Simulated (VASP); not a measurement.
A run of VASP 6.6.1 is set up as follows.

INCAR

```
ALGO = Normal
EDIFF = 1E-6
ENCUT = 520
GGA = PE
ISIF = 2
ISMEAR = 0
LASPH = True
LCHARG = False
LREAL = False
LWAVE = False
NBANDS = 16
NELM = 60
PREC = Accurate
SIGMA = 0.05
```

File KPOINTS:

```
k-points
0
Gamma
  12 12 10
```

Contents of POSCAR:

```
TiB2
1.0
    3.0292000000      0.0000000000      0.0000000000
   -1.5146000000      2.6233641531      0.0000000000
    0.0000000000      0.0000000000      3.2284000000
Ti B
1 2
Direct
    0.0000000000      0.0000000000      0.0000000000
    0.3333333333      0.6666666667      0.5000000000
    0.6666666667      0.3333333333      0.5000000000
```

Potentials or basis: VASP PAW PBE potentials, release 64 (Ti_sv, B).

Run with:

```console
$ cat potpaw_PBE.64/Ti_sv/POTCAR potpaw_PBE.64/B/POTCAR > POTCAR
$ mpirun -np 1 vasp_std > vasp.out
```

Task: Predict the pressure.

Result: 0.4 GPa.

Task: Estimate the band gap on the k mesh.

Result: Zero (bands 9 and 10 overlap by 0.57 eV).

Stress tensor (GPa, compression positive):
```
 0.71  0.00  0.00
 0.00  0.71  0.00
 0.00  0.00 -0.08
```
